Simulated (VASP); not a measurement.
A run of VASP 6.6.1 is set up as follows.

File INCAR:

```
PREC = Accurate
ENCUT = 500
EDIFF = 1E-6
ISMEAR = 0
SIGMA = 0.02
LREAL = False
LASPH = True
NELM = 120
ALGO = Normal
ISIF = 2
LWAVE = False
LCHARG = False
GGA = CA
NBANDS = 16
GGA_COMPAT = False
```

KPOINTS

```
Automatic mesh
0
Gamma
  8 8 8
```

Contents of POSCAR:

```
GaP
1.0
    0.0000000000      2.7223414035      2.7223414035
    2.7223414035      0.0000000000      2.7223414035
    2.7223414035      2.7223414035      0.0000000000
Ga P
1 1
Direct
    0.0000000000      0.0000000000      0.0000000000
    0.2500000000      0.2500000000      0.2500000000
```

Potentials or basis: VASP PAW LDA potentials, release 64 (Ga_d, P).

Command:

```sh
$ cat potpaw_LDA.64/Ga_d/POTCAR potpaw_LDA.64/P/POTCAR > POTCAR
$ mpirun -np 1 vasp_std > vasp.out
```

Q: What does it give for the pressure?

A: -2.4 GPa.

Q: What does it give for the band gap on the k mesh?

A: 1.49 eV (least direct gap 1.66 eV).

A k mesh can miss the band edges. LDA gaps usually lie below the measured ones, often by a third to a half.
